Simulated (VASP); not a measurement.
Co: single point with PBE

The system is Co.

```
Co
1.0
     0.00000    3.08295    3.34038
     3.08295    0.00000    3.34038
     3.08295    3.08295    0.00000
Co
6
Direct
  0.25000 0.25000 0.25000
  0.00000 0.00000 0.00000
  0.62500 0.62500 0.12500
  0.62500 0.12500 0.62500
  0.12500 0.62500 0.62500
  0.62500 0.62500 0.62500
```

```json
{"Program": "VASP 6.6.1", "Task": "single point", "Functional": "PBE", "Potentials or basis": "VASP PAW PBE potentials, release 64 (Co)", "Cutoff": "520 eV", "k mesh": "12 × 12 × 12", "Occupations": "gaussian, width 0.15 eV", "Spin": "collinear spin, ferromagnetic start", "Starting moments": "[2.05, 2.05, 1.96, 1.96, 1.96, 1.96] μB", "Dipole correction": "no", "Further INCAR settings": "ALGO = Normal; EDIFF = 1e-06; NBANDS = 40"}
```

* Pressure: 18.9 GPa
* Net moment: 9.93 μB per cell
* Site moments: Co +1.73, +1.63 (each value once) μB
* Valence electrons inside the program's atomic spheres: Co 8.09, 8.56 (each value once)

Stress tensor (GPa, compression positive):
```
23.52  0.00  0.00
 0.00 23.52  0.00
 0.00  0.00  9.59
```

Levels at points of the mesh, in eV from the Fermi level:
Spin up:
```
           k point  band 28  band 29  band 30  band 31  band 32  band 33  band 34  band 35  band 36  band 37
(0.00, 0.00, 0.00)    -0.91    -0.24    -0.04    -0.04     1.36     2.84     2.84     3.10     6.46     6.58
(0.50, 0.00, 0.00)    -1.27    -1.25    -1.02    -0.82    -0.10     1.62     2.63     2.79     5.08     6.02
(0.50, 0.50, 0.00)    -1.45    -1.44    -1.44    -1.16    -1.16     1.74     1.74     2.61     2.61    12.27
(0.50, 0.00, 0.50)    -1.45    -1.36    -1.36    -1.21    -1.21     1.26     1.26     2.09     2.09    10.88
```
Spin down:
```csv
k point,band 18,band 19,band 20,band 21,band 22,band 23,band 24,band 25,band 26,band 27
"(0.00, 0.00, 0.00)",-1.00,-0.53,-0.50,0.18,0.18,0.30,0.51,0.71,0.71,0.75
"(0.50, 0.00, 0.00)",-0.74,-0.56,-0.54,-0.47,-0.31,-0.18,0.11,0.16,0.23,0.45
"(0.50, 0.50, 0.00)",-1.65,-0.50,-0.50,-0.03,-0.03,0.06,0.06,0.39,0.39,0.50
"(0.50, 0.00, 0.50)",-1.50,-0.56,-0.56,-0.22,-0.22,-0.19,-0.19,0.35,0.35,0.46
```

Run time: 8.3 min on 4 MPI ranks on Oxide Virtual Turin-like Processor, with other jobs on the host, peak memory 0.6 GiB a rank.

Caveat: the stress differs along the axes, from 10 to 24 GPa.
